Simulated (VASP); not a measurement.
CaO, 2 atoms in the cell. Symmetry: Fm-3m, No. 225, cubic system. Conventional cell: a = 4.751 Å, b = 4.751 Å, c = 4.751 Å, α = 90.00°, β = 90.00°, γ = 90.00°. Ca (site symmetry m-3m) has 6 O at 2.38 Å within 3.1 Å. Within 3.1 Å of O (site symmetry m-3m) lie 6 Ca at 2.38 Å.  This cell differs from its parent crystal: volume scaled by 0.98.

* Program: VASP 6.6.1
* Task: single point
* Functional: PBE
* Dispersion: D3(BJ)
* Potentials or basis: VASP PAW PBE potentials, release 64 (Ca_sv, O)
* Cutoff: 520 eV
* k mesh: 8 × 8 × 8
* Occupations: gaussian, width 0.05 eV
* Spin: no spin polarisation
* Dipole correction: no
* Further INCAR settings: ALGO = Normal; EDIFF = 1e-06; NBANDS = 15

Potentials or basis: VASP PAW PBE potentials, release 64 (Ca_sv, O).

Command:

```bash
$ cat potpaw_PBE.64/Ca_sv/POTCAR potpaw_PBE.64/O/POTCAR > POTCAR
$ mpirun -np 1 vasp_std > vasp.out
```

Hardware: 1 thread of Intel(R) Xeon(R) 6975P-C (Granite Rapids), on a shared host.

Task: Estimate the wall time of this run.

Result: Run time: 6 s on 1 thread of Intel(R) Xeon(R) 6975P-C (Granite Rapids) (shared host), peak memory 0.17 GiB. Counts: scf iterations 12, k points 29.
